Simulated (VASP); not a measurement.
# SnO (P4/nmm) in VASP: notebook, part 2 of 3

VASP 6.6.1.

## (3) Single point, LDA

This run uses another cell than the first one, of 14.53 Å³/atom, 1.003 times its volume.

INCAR

```
SYSTEM = SnO
PREC = Accurate
ENCUT = 520
EDIFF = 1E-6
ISMEAR = 0
SIGMA = 0.15
LREAL = .False.
LASPH = .True.
NELM = 100
ALGO = Normal
ISIF = 2
LWAVE = .False.
LCHARG = .False.
NBANDS = 28
```

KPOINTS

```
regular mesh
0
Gamma
  10 10 8
  0 0 0
```

POSCAR

```
SnO
1.0
    3.7668771934      0.0000000000      0.0000000000
    0.0000000000      3.7668771934      0.0000000000
    0.0000000000      0.0000000000      4.0967000000
Sn O
2 2
Direct
    0.0000000000      0.5000000000      0.2457459271
    0.5000000000      0.0000000000      0.7542540729
    0.0000000000      0.0000000000      0.0000000000
    0.5000000000      0.5000000000      0.0000000000
```

Potentials or basis: VASP PAW LDA potentials, release 64 (Sn_d, O).

The run is started by

```
$ cat potpaw_LDA.64/Sn_d/POTCAR potpaw_LDA.64/O/POTCAR > POTCAR
$ mpirun -np 1 vasp_std > vasp.out
```

OUTCAR:

```text
SYSTEM = SnO
   PREC = Accurate
   ENCUT = 520
   EDIFF = 1E-6
   ISMEAR = 0
   LREAL = .False.
   LASPH = .True.
   NELM = 100
   ISIF = 2

 ion  position               nearest neighbor table
   1  0.000  0.500  0.246-   3 2.14   4 2.14   3 2.14   4 2.14   2 3.34   2 3.34   2 3.34   2 3.34
                             2 3.38   2 3.38   2 3.38   2 3.38
   2  0.500  0.000  0.754-   3 2.14   4 2.14   4 2.14   3 2.14   1 3.34   1 3.34   1 3.34   1 3.34
                             1 3.38   1 3.38   1 3.38   1 3.38
   3  0.000  0.000  0.000-   1 2.14   2 2.14   1 2.14   2 2.14
   4  0.500  0.500  0.000-   1 2.14   2 2.14   2 2.14   1 2.14

  LATTYP: Found a simple tetragonal cell.
 ALAT       =     3.7668771934
 C/A-ratio  =     1.0875586831

  Lattice vectors:

 A1 = (   3.7668771934,   0.0000000000,   0.0000000000)
 A2 = (   0.0000000000,   3.7668771934,   0.0000000000)
 A3 = (   0.0000000000,   0.0000000000,   4.0967000000)

Analysis of symmetry for initial positions (statically):
=====================================================================
 Subroutine PRICEL returns:
 Original cell was already a primitive cell.

 Routine SETGRP: Setting up the symmetry group for a
 simple tetragonal supercell.

 Subroutine GETGRP returns: Found 16 space group operations
 (whereof  8 operations were pure point group operations)
 out of a pool of 16 trial point group operations.

The static configuration has the point symmetry D_2d.
 The point group associated with its full space group is D_4h.

Analysis of symmetry for dynamics (positions and initial velocities):
=====================================================================
 Subroutine PRICEL returns:
 Original cell was already a primitive cell.

 Routine SETGRP: Setting up the symmetry group for a
 simple tetragonal supercell.

 Subroutine GETGRP returns: Found 16 space group operations
 (whereof  8 operations were pure point group operations)
 out of a pool of 16 trial point group operations.

The dynamic configuration has the point symmetry D_2d.
 The point group associated with its full space group is D_4h.

 Subroutine INISYM returns: Found 16 space group operations
 (whereof  8 operations are pure point group operations),
 and found     1 'primitive' translations

----------------------------------------------------------------------------------------

                                     Primitive cell

  volume of cell :      58.1296

  direct lattice vectors                    reciprocal lattice vectors
     3.766877193  0.000000000  0.000000000     0.265471888  0.000000000  0.000000000
     0.000000000  3.766877193  0.000000000     0.000000000  0.265471888  0.000000000
     0.000000000  0.000000000  4.096700000     0.000000000  0.000000000  0.244098909

  length of vectors
     3.766877193  3.766877193  4.096700000     0.265471888  0.265471888  0.244098909

  position of ions in fractional coordinates (direct lattice)
     0.000000000  0.500000000  0.245745927
     0.500000000  0.000000000  0.754254073
     0.000000000  0.000000000  0.000000000
     0.500000000  0.500000000  0.000000000

  ion indices of the primitive-cell ions
   primitive index   ion index
                 1           1
                 2           2
                 3           3
                 4           4

----------------------------------------------------------------------------------------

 KPOINTS: regular mesh

Automatic generation of k-mesh.
 Grid dimensions read from file:
 generate k-points for:   10   10    8

 Generating k-lattice:

  Cartesian coordinates                     Fractional coordinates (reciprocal lattice)
     0.026547189  0.000000000  0.000000000     0.100000000  0.000000000  0.000000000
     0.000000000  0.026547189  0.000000000     0.000000000  0.100000000  0.000000000
     0.000000000  0.000000000  0.030512364     0.000000000  0.000000000  0.125000000

  Length of vectors
     0.026547189  0.026547189  0.030512364

  Shift w.r.t. Gamma in fractional coordinates (k-lattice)
     0.000000000  0.000000000  0.000000000

 Subroutine IBZKPT returns following result:
 ===========================================

 Found    105 irreducible k-points:

 Following reciprocal coordinates:
            Coordinates               Weight
  0.000000  0.000000  0.000000      1.000000
  0.100000  0.000000  0.000000      4.000000
  0.200000  0.000000  0.000000      4.000000
  0.300000  0.000000  0.000000      4.000000
  0.400000  0.000000  0.000000      4.000000
  0.500000  0.000000  0.000000      2.000000
[... 16 lines left out ...]
  0.100000  0.000000  0.125000      8.000000
  0.200000  0.000000  0.125000      8.000000
 [... further k-points ...]
   k-points           NKPTS =    105   k-points in BZ     NKDIM =    105   number of bands    NBANDS=     28
   number of dos      NEDOS =    301   number of ions     NIONS =      4
   total plane-waves  NPLWV =  23520
   dimension x,y,z NGX =    28 NGY =   28 NGZ =   30
   dimension x,y,z NGXF=    56 NGYF=   56 NGZF=   60
   ions per type =               2   2
   NGX,Y,Z   is equivalent  to a cutoff of  12.36, 12.36, 12.17 a.u.
   NGXF,Y,Z  is equivalent  to a cutoff of  24.71, 24.71, 24.35 a.u.
 SYSTEM =  SnO
   PREC   = accura    normal or accurate (medium, high low for compatibility)
   ISTART =      0    job   : 0-new  1-cont  2-samecut
   ICHARG =      2    charge: 1-file 2-atom 10-const
   ISPIN  =      1    spin polarized calculation?
   LNONCOLLINEAR =      F non collinear calculations
   LSORBIT =      F    spin-orbit coupling
   LASPH  =      T    aspherical Exc in radial PAW
   ENCUT  =  520.0 eV  38.22 Ry    6.18 a.u.   7.00  7.00  7.62*2*pi/ulx,y,z
   NELM   =    100;   NELMIN=  2; NELMDL= -5     # of ELM steps
   EDIFF  = 0.1E-05   stopping-criterion for ELM
   LREAL  =      F    real-space projection
   EDIFFG = 0.1E-04   stopping-criterion for IOM
   NSW    =      0    number of steps for IOM
   IBRION =     -1    ionic relax: 0-MD 1-quasi-New 2-CG
   NFREE  =      0    steps in history (QN), initial steepest desc. (CG)
   ISIF   =      2    stress and relaxation
   ISYM   =      2    0-nonsym 1-usesym 2-fastsym
   POTIM  = 0.5000    time-step for ionic-motion
   TEBEG  =    0.0;   TEEND  =   0.0 temperature during run
   PSTRESS=    0.0 pullay stress
   NELECT =      40.0000    total number of electrons
   NUPDOWN=      -1.0000    fix difference up-down
   EMIN   =  10.00;   EMAX   =-10.00  energy-range for DOS
   EFERMI =   0.00;   METHOD = LEGACY
   ISMEAR =     0;   SIGMA  =   0.15  broadening in eV -4-tet -1-fermi 0-gaus
   EFERMI_NEDOS =   21; number of points for ismear=-14 and -15
   IALGO  =     38    algorithm
   IMIX   =      4    mixing-type and parameters
     AMIX     =   0.40;   BMIX     =  1.00
     AMIX_MAG =   1.60;   BMIX_MAG =  1.00
  volume/ion in A,a.u.               =      14.53        98.07
  Fermi-wavevector in a.u.,A,eV,Ry     =   1.445315  2.731249 28.421687  2.088935
  Thomas-Fermi vector in A             =   2.563511
   LORBIT       =      0    0 simple, 1 ext, 2 COOP (PROOUT), +10 PAW based schemes
   GGA     = CA    functional components
   LHFCALC =     F    Hartree Fock is set to
   AEXX    =    0.0000 exact exchange contribution
   IVDW    =     0    specifies the selected vdW correction
   LEPSILON=     F    determine dielectric tensor
   LRPA    =     F    only Hartree local field effects (RPA)
 non-spin polarized calculation
 Gauss-broadening in eV      SIGMA  =   0.15
  energy-cutoff  :      520.00
  volume of cell :       58.13
 maximum number of plane-waves:      1588
   NGX = 15   NGY = 15   NGZ = 15

 number of electron      40.0000008 magnetization

 Free energy of the ion-electron system (eV)
  ---------------------------------------------------
  ext. energy  EPLUGINS =         0.00000000
  ---------------------------------------------------
  free energy    TOTEN  =       -25.27787850 eV

  energy without entropy =      -25.27673600  energy(sigma->0) =      -25.27730725

 E-fermi :   9.2561     XC(G=0): -11.6909

 val. band max:        9.1731621451   @ k =   0.5000   0.5000   0.0000
 cond. band min:       9.5236245368   @ k =   0.5000   0.5000   0.1250
 fundamental gap:      0.3504623917
 Fermi energy:         9.2560965261

 k-point     1 :       0.0000    0.0000    0.0000
  band No.  band energies     occupation
      1     -13.2020      2.00000
      2     -12.4389      2.00000
      3     -12.4028      2.00000
      4     -12.4028      2.00000
      5     -12.3307      2.00000
      6     -12.3012      2.00000
[... 20 lines left out ...]
     27      16.4099      0.00000
[... 691 lines left out ...]
      6     -12.2832      2.00000
[... 20 lines left out ...]
     27      17.3240      0.00000
     28      18.8110      0.00000

 [... further k-points ...]
[... 5 lines left out ...]
  --------------------------------------------------------------------------------------
  -------------------------------------------------------------------------------------
  Total        4.8718368      4.8718368      6.6378661      0.0000000      0.0000000      0.0000000
  in kB      134.2784226    134.2784226    182.9540307      0.0000000      0.0000000      0.0000000
  external PRESSURE =     150.5036253 kB  Pullay stress =       0.0000000 kB

 VOLUME and BASIS-vectors are now :
 -----------------------------------------------------------------------------
  energy-cutoff  :      520.00
  volume of cell :       58.13
      direct lattice vectors                 reciprocal lattice vectors
     3.766877193  0.000000000  0.000000000     0.265471888  0.000000000  0.000000000
     0.000000000  3.766877193  0.000000000     0.000000000  0.265471888  0.000000000
     0.000000000  0.000000000  4.096700000     0.000000000  0.000000000  0.244098909

 POSITION                                       TOTAL-FORCE (eV/Angst)
 -----------------------------------------------------------------------------------
      0.00000      1.88344      1.00675        -0.000000      0.000000      2.219846
      1.88344      0.00000      3.08995         0.000000     -0.000000     -2.219846
      0.00000      0.00000      0.00000        -0.000000      0.000000      0.000000
      1.88344      1.88344      0.00000         0.000000     -0.000000      0.000000
 -----------------------------------------------------------------------------------
    total drift:                                0.000000      0.000000     -0.000000

  FREE ENERGIE OF THE ION-ELECTRON SYSTEM (eV)
  ---------------------------------------------------
  free  energy   TOTEN  =       -25.2778784966 eV

  energy  without entropy=      -25.2767359956  energy(sigma->0) =      -25.27730725
```

OSZICAR:

```text
N       E                     dE             d eps       ncg     rms          rms(c)
DAV:   1     0.419296227061E+03    0.41930E+03   -0.19911E+04  6124   0.234E+03
DAV:   2     0.328316342567E+02   -0.38646E+03   -0.37133E+03  5964   0.560E+02
DAV:   3    -0.260331459990E+02   -0.58865E+02   -0.57860E+02  6640   0.183E+02
DAV:   4    -0.285869021940E+02   -0.25538E+01   -0.25434E+01  7040   0.401E+01
DAV:   5    -0.286436172017E+02   -0.56715E-01   -0.56705E-01  6596   0.643E+00    0.116E+01
DAV:   6    -0.253354777068E+02    0.33081E+01   -0.13091E+01  9576   0.428E+01    0.496E+00
DAV:   7    -0.253268473830E+02    0.86303E-02   -0.15879E+00  6832   0.813E+00    0.247E+00
DAV:   8    -0.252903616945E+02    0.36486E-01   -0.27933E-01  8632   0.406E+00    0.784E-01
DAV:   9    -0.252775768646E+02    0.12785E-01   -0.46959E-02  9088   0.277E+00    0.210E-01
DAV:  10    -0.252779516568E+02   -0.37479E-03   -0.51049E-03  8528   0.630E-01    0.758E-02
DAV:  11    -0.252778704901E+02    0.81167E-04   -0.61072E-04  9060   0.305E-01    0.209E-02
DAV:  12    -0.252778855155E+02   -0.15025E-04   -0.12733E-04  6516   0.651E-02    0.241E-02
DAV:  13    -0.252778787768E+02    0.67387E-05   -0.47179E-05  7916   0.850E-02    0.589E-03
DAV:  14    -0.252778784966E+02    0.28016E-06   -0.57923E-06  6992   0.246E-02
   1 F= -.25277878E+02 E0= -.25277307E+02  d E =-.114250E-02
```

It took 4.1 min on 1 thread of AMD EPYC 7R13, shared host; peak memory 0.22 GiB.

What came out:

* Free energy: -25.2779 eV
* Pressure: 15.1 GPa
* Largest force: 2.220 eV/Å

Forces on the atoms (eV/Å):
```
Sn   0.000  0.000  2.220
Sn   0.000  0.000 -2.220
O    0.000  0.000  0.000
O    0.000  0.000  0.000
```

Levels at points of the mesh, in eV from the Fermi level:
| k point | band 17 | band 18 | band 19 | band 20 | band 21 | band 22 | band 23 | band 24 |
| --- | --- | --- | --- | --- | --- | --- | --- | --- |
| (0.00, 0.00, 0.00) | -4.20 | -4.20 | -3.97 | -0.52 | 2.54 | 4.78 | 4.78 | 5.91 |
| (0.50, 0.00, 0.00) | -5.51 | -5.51 | -2.70 | -2.70 | 4.21 | 4.21 | 6.19 | 6.19 |
| (0.50, 0.50, 0.00) | -3.37 | -3.37 | -1.44 | -1.44 | -0.08 | -0.08 | 5.63 | 5.63 |
| (0.00, 0.00, 0.50) | -4.20 | -4.20 | -1.78 | -1.58 | 0.85 | 2.43 | 2.43 | 2.93 |
| (0.50, 0.00, 0.50) | -5.87 | -5.87 | -1.52 | -1.52 | 3.38 | 3.38 | 5.23 | 5.23 |
| (0.50, 0.50, 0.50) | -3.38 | -3.38 | -3.10 | -3.10 | 2.91 | 2.91 | 5.53 | 5.53 |

Caveat: spin-orbit coupling is left out, which moves the levels of the heavy elements; forces of over 1 eV/Å act on the atoms, so gaps and moduli don't describe the material at rest.

## (4) Single point, LDA

This run uses another cell than the first one, of 14.85 Å³/atom, 1.025 times its volume.

INCAR

```
PREC     = Accurate       # precision mode
ENCUT    = 520            # plane-wave cutoff, eV
EDIFF    = 1E-6           # SCF threshold, eV
ISMEAR   = 0              # smearing method
SIGMA    = 0.15           # smearing width, eV
LREAL    = F              # projectors in reciprocal space
LASPH    = T              # aspherical terms in the spheres
NELM     = 80             # most SCF steps
ALGO     = Normal         # electronic algorithm
ISIF     = 2              # what is computed and relaxed
LWAVE    = F              # write WAVECAR
LCHARG   = F              # write CHGCAR
NBANDS   = 28             # bands
```

KPOINTS

```
Automatic mesh
0
Gamma
  10 10 8
```

POSCAR

```
SnO
1.0
    3.5032000000      0.0000000000      0.0000000000
    0.0000000000      3.5032000000      0.0000000000
    0.0000000000      0.0000000000      4.8415000000
Sn O
2 2
Direct
    0.0000000000      0.5000000000      0.2457459271
    0.5000000000      0.0000000000      0.7542540729
    0.0000000000      0.0000000000      0.0000000000
    0.5000000000      0.5000000000      0.0000000000
```

The run is started by

```
$ cat potpaw_LDA.64/Sn_d/POTCAR potpaw_LDA.64/O/POTCAR > POTCAR
$ mpirun -np 1 vasp_std > vasp.out
```

It took 1.8 min on 1 thread of Intel Xeon Platinum 8488C (Sapphire Rapids), shared host; peak memory 0.25 GiB.

The run converged. Its results:

- Free energy: -25.2026 eV
- Pressure: 17.2 GPa
- Largest force: 1.368 eV/Å
- Band gap on the k mesh: zero (band 20 reaches 9.93 eV, above the bottom of band 21 at 8.73 eV)

Forces in eV/Å, atoms in the order of the input:
```
Sn   0.000  0.000  1.368
Sn   0.000  0.000 -1.368
O    0.000  0.000  0.000
O    0.000  0.000  0.000
```

Stress tensor (GPa, compression positive):
```
22.10  0.00  0.00
 0.00 22.10  0.00
 0.00  0.00  7.34
```

Levels at points of the mesh, in eV from the Fermi level:
| k point | band 18 | band 19 | band 20 | band 21 | band 22 | band 23 |
| --- | --- | --- | --- | --- | --- | --- |
| (0.00, 0.00, 0.00) | -3.65 | -3.65 | 0.50 | 3.10 | 3.95 | 4.81 |
| (0.50, 0.00, 0.00) | -5.80 | -3.83 | -3.83 | 3.04 | 3.04 | 6.47 |
| (0.50, 0.50, 0.00) | -2.91 | -2.37 | -2.37 | -0.71 | -0.71 | 3.68 |
| (0.00, 0.00, 0.50) | -3.67 | -3.67 | -2.99 | 2.25 | 2.79 | 2.79 |
| (0.50, 0.00, 0.50) | -5.78 | -2.55 | -2.55 | 2.22 | 2.22 | 5.92 |
| (0.50, 0.50, 0.50) | -3.18 | -2.91 | -2.91 | 1.63 | 1.63 | 3.78 |

Caveat: spin-orbit coupling is left out, which moves the levels of the heavy elements; forces of over 1 eV/Å act on the atoms, so gaps and moduli don't describe the material at rest.

(Continued in part 3 of 3.)
